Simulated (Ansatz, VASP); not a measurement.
**Two plane-wave programs on Si2F3**

```
Si F
1.0
     4.24602    0.00000    0.00000
     0.00000    4.24602    0.00000
     0.00000    0.00000    4.24602
Si F
2 3
Cartesian
  0.0000 0.0000 0.0000
  2.1230 2.1230 2.1230
  0.0000 2.1230 2.1230
  2.1230 0.0000 2.1230
  2.1230 2.1230 0.0000
```

Alike in both runs: task single point; functional PBE; k mesh 10 × 10 × 10; occupations gaussian, width 0.1 eV; collinear spin.

|  | VASP | Ansatz |
| --- | --- | --- |
| version | VASP 6.6.1 | Ansatz 0.2.0 |
| potentials or method | VASP PAW PBE potentials, release 64 (Si, F), cutoff 520 eV | scalar-relativistic, plane waves, PAW |
| valence electrons in the cell | 29 | 29 |

|  | VASP | Ansatz | Ansatz less VASP |
| --- | --- | --- | --- |
| gap on the k mesh at the Fermi level (eV) | none | none | - |
| pressure (GPa) | -0.2 | 0.0 | +0.18 |
| net moment per atom (μB) | 0.22 | 0.22 | 0.000 |
| size of the moment on the site where the two differ most (μB) | 0.34 | 0.58 | +0.248 |

Site moments also hang on the region over which each program counts them. A gap of «none» marks a metal or a gap that the smearing closes. Ansatz's warnings: stability check not made.
